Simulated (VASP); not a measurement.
Wanted: the native input for a VASP 6.6.1 run.

```yaml
Task: single point
Functional: PBE
Potentials_or_basis: VASP PAW PBE potentials, release 64 (Ta_pv, As, Au, O)
Cutoff: 520 eV
k_mesh: 3 × 3 × 3
Occupations: fermi-dirac, width 0.05 eV
Spin: no spin polarisation
Dipole_correction: no
Further_INCAR_settings: LREAL = Auto; ALGO = Normal; EDIFF = 1e-07; NBANDS = 84
```

The structure of Ta3AsAu2O13 lies in POSCAR:

```
Ta3AsAu2O13
1.0
    5.2423700000      3.0266800000      4.1427300000
   -5.2423700000      3.0266800000      4.1427300000
    0.0000000000     -6.0533700000      4.1427300000
Ta As Au O
3 1 2 13
Direct
    0.2310800000      0.5722900000      0.2310800000
    0.2310800000      0.2310800000      0.5722900000
    0.5722900000      0.2310800000      0.2310800000
    0.5587800000      0.5587800000      0.5587800000
    0.9655900000      0.9655900000      0.9655900000
    0.7510500000      0.7510500000      0.7510500000
    0.4088400000      0.6676200000      0.4088400000
    0.4088400000      0.4088400000      0.6676200000
    0.6676200000      0.4088400000      0.4088400000
    0.4972600000      0.0131300000      0.3602400000
    0.3602400000      0.4972600000      0.0131300000
    0.0131300000      0.3602400000      0.4972600000
    0.3602400000      0.0131300000      0.4972600000
    0.0131300000      0.4972600000      0.3602400000
    0.4972600000      0.3602400000      0.0131300000
    0.1096300000      0.7480600000      0.1096300000
    0.1096300000      0.1096300000      0.7480600000
    0.7480600000      0.1096300000      0.1096300000
    0.3084000000      0.3084000000      0.3084000000
```

These files were run (other wordings do the same):

INCAR

```
SYSTEM = Ta3AsAu2O13
  PREC = Accurate
  ENCUT = 520
  EDIFF = 1E-7
  ISMEAR = -1
  SIGMA = 0.05
  LREAL = Auto
  LASPH = .TRUE.
  NELM = 80
  ALGO = Normal
  ISIF = 2
  LWAVE = .FALSE.
  LCHARG = .FALSE.
  GGA = PE
  NBANDS = 84
```

KPOINTS

```
regular mesh
0
G
  3 3 3
  0 0 0
```

Potentials or basis: VASP PAW PBE potentials, release 64 (Ta_pv, As, Au, O).

Launch:

```console
$ cat potpaw_PBE.64/Ta_pv/POTCAR potpaw_PBE.64/As/POTCAR potpaw_PBE.64/Au/POTCAR potpaw_PBE.64/O/POTCAR > POTCAR
$ mpirun -np 1 vasp_std > vasp.out
```

Results of the run:

```yaml
Pressure: 0.6 GPa
Largest_force: 0.346 eV/Å
Band_gap_on_the_k_mesh: 1.09 eV, indirect (least direct gap 1.13 eV)
```

Caveat: spin-orbit coupling is left out, which moves the levels of the heavy elements.

It took 5.2 min on 1 thread of Oxide Virtual Turin-like Processor, with other jobs on the host, peak memory 0.45 GiB.
